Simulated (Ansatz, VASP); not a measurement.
# Ta in VASP and in Ansatz

Contents of INCAR:

```
SYSTEM = Ta
ALGO     = Normal         ! electronic algorithm
EDIFF    = 1E-6           ! SCF threshold, eV
EDIFFG   = -0.01          ! ionic threshold
ENCUT    = 600            ! plane-wave cutoff, eV
GGA      = RE             ! functional
IBRION   = 2              ! ionic algorithm
ISIF     = 3              ! what is computed and relaxed
ISMEAR   = -1             ! smearing method
LASPH    = .True.         ! aspherical terms in the spheres
LCHARG   = .False.        ! write CHGCAR
LREAL    = .False.        ! projectors in reciprocal space
LWAVE    = .False.        ! write WAVECAR
NELM     = 100            ! most SCF steps
NSW      = 80             ! ionic steps
PREC     = Accurate       ! precision mode
SIGMA    = 0.1            ! smearing width, eV
```

The input KPOINTS:

```
k-points
0
Gamma
  13 13 13
  0 0 0
```

Contents of POSCAR:

```
Ta
1.0
    0.0000000000      2.0825235034      2.0825235034
    2.0825235034      0.0000000000      2.0825235034
    2.0825235034      2.0825235034      0.0000000000
Ta
1
Direct
    0.0000000000      0.0000000000      0.0000000000
```

Input for Ansatz:

```yaml
crystal:
  lattice:
    - [0.0, 2.0825235034, 2.0825235034]
    - [2.0825235034, 0.0, 2.0825235034]
    - [2.0825235034, 2.0825235034, 0.0]
  atoms:
    - { symbol: Ta, position: [0.0, 0.0, 0.0] }
hamiltonian:
  xc: revpbe
  pseudopotentials:
    kind: paw
    azcp:
      Ta: "pseudopotentials/Ta.paw.azcp"
basis:
  ecutwfc: 420
  fft_grid_basis: typed
kpoints:
  mp_grid: { grid: [13, 13, 13], shift: [0, 0, 0] }
magnetization:
  spin_polarized: false
scf:
  occupations: { method: fermi_dirac, width: 0.1 }
relax:
  max_steps: 60
  f_tol: 0.01
  cell: {}
```

Alike in both runs: task relaxation of cell and atoms; functional revPBE; k mesh 13 × 13 × 13; occupations fermi-dirac, width 0.1 eV; no spin polarisation.

|  | VASP | Ansatz |
| --- | --- | --- |
| version | VASP 6.6.1 | Ansatz 0.2.0 |
| potentials or method | VASP PAW PBE potentials, release 64 (Ta_pv), cutoff 600 eV | plane waves (420 eV) with PAW, scalar-relativistic |
| valence electrons in the cell | 11 | 13 |

```tsv
	VASP	Ansatz	Ansatz less VASP
relaxed volume (Å³/atom)	19.07	19.06	-0.006
relaxed cell length with the largest relative difference (Å)	2.999	2.999	-0.0003
```

VASP's potentials were made for PBE, not for revPBE. VASP's potentials hold 11 valence electrons a cell and Ansatz's 13, so a difference there can come from the potentials and not from the codes.

Spin-orbit coupling is off throughout.
